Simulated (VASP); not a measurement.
# MnO (P6_3mc) in VASP: settings compared, part 2 of 2

VASP 6.6.1.

### 4 Single point, PBE

Contents of INCAR:

```
SYSTEM = MnO
ALGO = Normal ; EDIFF = 1E-6
ENCUT = 520 ; GGA = PE
ISIF = 2 ; ISMEAR = -1
LASPH = .True. ; LCHARG = .False.
LREAL = .False. ; LWAVE = .False.
NBANDS = 27 ; NELM = 60
PREC = Accurate ; SIGMA = 0.05
```

Contents of KPOINTS:

```
k-points
0
Gamma
  9 9 5
  0 0 0
```

Contents of POSCAR:

```
MnO
1.0
    3.3717000000      0.0000000000      0.0000000000
   -1.6858500000      2.9199778539      0.0000000000
    0.0000000000      0.0000000000      5.3855000000
Mn O
2 2
Direct
    0.6666666667      0.3333333333      0.5109600000
    0.3333333333      0.6666666667      0.0109600000
    0.6666666667      0.3333333333      0.8754700000
    0.3333333333      0.6666666667      0.3754700000
```

Potentials or basis: VASP PAW PBE potentials, release 64 (Mn_pv, O).

Launch:

```sh
> cat potpaw_PBE.64/Mn_pv/POTCAR potpaw_PBE.64/O/POTCAR > POTCAR
> mpirun -np 1 vasp_std > vasp.out
```

OUTCAR:

```text
SYSTEM = MnO
   EDIFF = 1E-6
   ENCUT = 520
   GGA = PE
   ISIF = 2
   ISMEAR = -1
   LASPH = .True.
   LREAL = .False.
   NELM = 60
   PREC = Accurate

 ion  position               nearest neighbor table
   1  0.667  0.333  0.511-   3 1.96   4 2.08   4 2.08   4 2.08
   2  0.333  0.667  0.011-   4 1.96   3 2.08   3 2.08   3 2.08
   3  0.667  0.333  0.875-   1 1.96   2 2.08   2 2.08   2 2.08
   4  0.333  0.667  0.375-   2 1.96   1 2.08   1 2.08   1 2.08

  LATTYP: Found a hexagonal cell.
 ALAT       =     3.3717000000
 C/A-ratio  =     1.5972654744

[... 919 lines left out ...]
  --------------------------------------------------------------------------------------
  -------------------------------------------------------------------------------------
  Total      -10.3267876    -10.3267876     -7.8119527      0.0000000     -0.0000000      0.0000000
  in kB     -312.0479344   -312.0479344   -236.0563412      0.0000000     -0.0000000      0.0000000
  external PRESSURE =    -286.7174034 kB  Pullay stress =       0.0000000 kB

 VOLUME and BASIS-vectors are now :
 -----------------------------------------------------------------------------
  energy-cutoff  :      520.00
  volume of cell :       53.02
      direct lattice vectors                 reciprocal lattice vectors
     3.371700000  0.000000000  0.000000000     0.296586292  0.171234175  0.000000000
    -1.685850000  2.919977854  0.000000000     0.000000000  0.342468351  0.000000000
     0.000000000  0.000000000  5.385500000     0.000000000  0.000000000  0.185683781

 POSITION                                       TOTAL-FORCE (eV/Angst)
 -----------------------------------------------------------------------------------
      1.68585      0.97333      2.75178        -0.000000      0.000000     -0.333812
     -0.00000      1.94665      0.05903         0.000000     -0.000000     -0.333812
      1.68585      0.97333      4.71484         0.000000      0.000000      0.333812
     -0.00000      1.94665      2.02209        -0.000000      0.000000      0.333812
 -----------------------------------------------------------------------------------
    total drift:                               -0.000000     -0.000000      0.001582

  FREE ENERGIE OF THE ION-ELECTRON SYSTEM (eV)
  ---------------------------------------------------
  free  energy   TOTEN  =       -29.4507908303 eV

  energy  without entropy=      -29.3726065947  energy(sigma->0) =      -29.41169871
```

OSZICAR:

```text
N       E                     dE             d eps       ncg     rms          rms(c)
DAV:   1     0.451265896181E+03    0.45127E+03   -0.22286E+04  1952   0.169E+03
DAV:   2     0.688333621132E+01   -0.44438E+03   -0.42463E+03  2000   0.475E+02
DAV:   3    -0.353611718953E+02   -0.42245E+02   -0.40948E+02  2092   0.150E+02
DAV:   4    -0.364337325904E+02   -0.10726E+01   -0.10646E+01  2076   0.253E+01
DAV:   5    -0.364473966744E+02   -0.13664E-01   -0.13654E-01  2055   0.313E+00    0.232E+01
DAV:   6    -0.417773427631E+02   -0.53299E+01   -0.10161E+02  2191   0.878E+01    0.412E+01
DAV:   7    -0.292836365196E+02    0.12494E+02   -0.80691E+01  2122   0.749E+01    0.689E+00
DAV:   8    -0.295041665035E+02   -0.22053E+00   -0.47903E+00  2019   0.123E+01    0.289E+00
DAV:   9    -0.294545611781E+02    0.49605E-01   -0.38881E-01  2030   0.379E+00    0.115E+00
DAV:  10    -0.294518664899E+02    0.26947E-02   -0.22377E-02  2013   0.133E+00    0.703E-01
DAV:  11    -0.294515453053E+02    0.32118E-03   -0.82347E-03  2025   0.617E-01    0.237E-01
DAV:  12    -0.294509776670E+02    0.56764E-03   -0.30867E-03  2628   0.427E-01    0.124E-01
DAV:  13    -0.294507890504E+02    0.18862E-03   -0.54862E-04  2316   0.173E-01    0.253E-02
DAV:  14    -0.294507909126E+02   -0.18621E-05   -0.38386E-05  2034   0.390E-02    0.109E-02
DAV:  15    -0.294507908303E+02    0.82267E-07   -0.30482E-06  1778   0.153E-02
   1 F= -.29450791E+02 E0= -.29411699E+02  d E =-.781842E-01
```

Wall time 67 s (1 thread of AMD EPYC 9R14 (Zen 4), shared host); peak memory 0.16 GiB.

Results:

| Property | Result |
| --- | --- |
| Free energy | -29.4508 eV |
| Pressure | -28.7 GPa |
| Largest force | 0.334 eV/Å |
| Band gap on the k mesh | zero (bands 19 and 20 overlap by 0.38 eV) |

Forces in eV/Å, atoms in the order of the input:
```
Mn   0.000  0.000 -0.334
Mn   0.000  0.000 -0.334
O    0.000  0.000  0.334
O    0.000  0.000  0.334
```

Caveat: the stress differs along the axes, from -31 to -24 GPa; the run has no spin polarisation, though such a crystal can be magnetic; semilocal functionals often make such compounds metallic where correlation or magnetic order opens a gap, which also shifts bond lengths. Spin polarisation is off, so any magnetic state and its effect on volume and gap are missing.

### 5 Overview

```csv
level,potentials or basis,spin,cell,gap on the mesh (eV),pressure (GPa),moment (μB),largest force (eV/Å)
LDA,"VASP PAW LDA potentials, release 64 (Mn_pv, O)","collinear, ferromagnetic start","a = 3.372, b = 3.372, c = 5.386 Å, angles 90.0, 90.0, 120.0°, 4 atoms",none,-5.3,9.78,0.56
LDA,"VASP PAW LDA potentials, release 64 (Mn_pv, O)","collinear, ferromagnetic start","a = 3.394, b = 3.394, c = 5.421 Å, angles 90.0, 90.0, 120.0°, 4 atoms",none,-6.9,9.87,0.51
PBE,"VASP PAW PBE potentials, release 64 (Mn_pv, O)",off,"a = 3.372, b = 3.372, c = 5.386 Å, angles 90.0, 90.0, 120.0°, 4 atoms",none,-28.7,-,0.33
```

Alike in all rows: task single point; k mesh 9 × 9 × 5; cutoff (eV) 520; smearing fermi-dirac 0.05 eV.

Caveats: semilocal functionals often make such compounds metallic where correlation or magnetic order opens a gap, which also shifts bond lengths; the run started ferromagnetic, and an antiferromagnetic order may lie lower in energy (at least some runs); the stress differs along the axes, from -7 to -1 GPa (at least some runs); the stress differs along the axes, from -9 to -3 GPa (at least some runs); the stress differs along the axes, from -31 to -24 GPa (at least some runs).

Absolute energies hang on the potentials; compare differences alone.
